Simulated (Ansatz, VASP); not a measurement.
**ZnSe in VASP and in Ansatz**

```
Zn Se
1.0
     0.00000    2.83244    2.83244
     2.83244    0.00000    2.83244
     2.83244    2.83244    0.00000
Zn Se
1 1
Direct
  0.00000 0.00000 0.00000
  0.75000 0.75000 0.75000
```

Alike in both runs: task single point; functional PBE; k mesh 6 × 6 × 6; occupations gaussian, width 0.1 eV; no spin polarisation.

|  | VASP | Ansatz |
| --- | --- | --- |
| version | VASP 6.6.1 | Ansatz 0.2.0 |
| potentials or method | VASP PAW PBE potentials, release 64 (Zn, Se), cutoff 500 eV | scalar-relativistic, plane waves, PAW |
| valence electrons in the cell | 18 | 28 |

|  | VASP | Ansatz | Ansatz less VASP |
| --- | --- | --- | --- |
| gap on the k mesh at the Fermi level (eV) | 1.29 | 1.29 | -0.002 |
| least direct gap on the mesh (eV) | 1.29 | 1.29 | -0.002 |
| pressure (GPa) | 2.5 | 2.2 | -0.24 |

With one functional, cell and mesh, what is left measures potentials, basis and numerics. VASP's potentials hold 18 valence electrons a cell and Ansatz's 28, so a difference there can come from the potentials and not from the codes.
